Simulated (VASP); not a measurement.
HfTi3N4, 8 atoms in the cell. Symmetry: Pm-3m, No. 221, cubic system. Conventional cell: a = 4.342 Å, b = 4.342 Å, c = 4.342 Å, α = 90.00°, β = 90.00°, γ = 90.00°. Within 2.9 Å of Hf (site symmetry m-3m) lie 6 N at 2.17 Å. Ti (site symmetry 4/mmm) has 6 N at 2.17 Å within 2.9 Å. Within 2.9 Å of N (site symmetry m-3m) lie 6 Ti at 2.17 Å. N (site symmetry 4/mmm) has 2 Hf at 2.17 Å and 4 Ti at 2.17 Å within 2.9 Å. 

- Program: VASP 6.6.1
- Task: single point
- Functional: PBE
- Potentials or basis: VASP PAW PBE potentials, release 64 (Hf_pv, Ti_sv, N)
- Cutoff: 520 eV
- k mesh: 6 × 6 × 6
- Occupations: gaussian, width 0.2 eV
- Spin: no spin polarisation
- Dipole correction: no
- Further INCAR settings: ALGO = Normal; EDIFF = 1e-07; NBANDS = 43

Potentials or basis: VASP PAW PBE potentials, release 64 (Hf_pv, Ti_sv, N).

Command:

```bash
$ cat potpaw_PBE.64/Hf_pv/POTCAR potpaw_PBE.64/Ti_sv/POTCAR potpaw_PBE.64/N/POTCAR > POTCAR
$ mpirun -np 1 vasp_std > vasp.out
```

Hardware: 1 thread of Intel(R) Xeon(R) 6975P-C (Granite Rapids), on a shared host.

Question: How long does it take, and how much memory?

Answer: Wall time 38 s on 1 thread of Intel(R) Xeon(R) 6975P-C (Granite Rapids) (shared host), peak memory 0.2 GiB. Counts: scf iterations 17, k points 20.
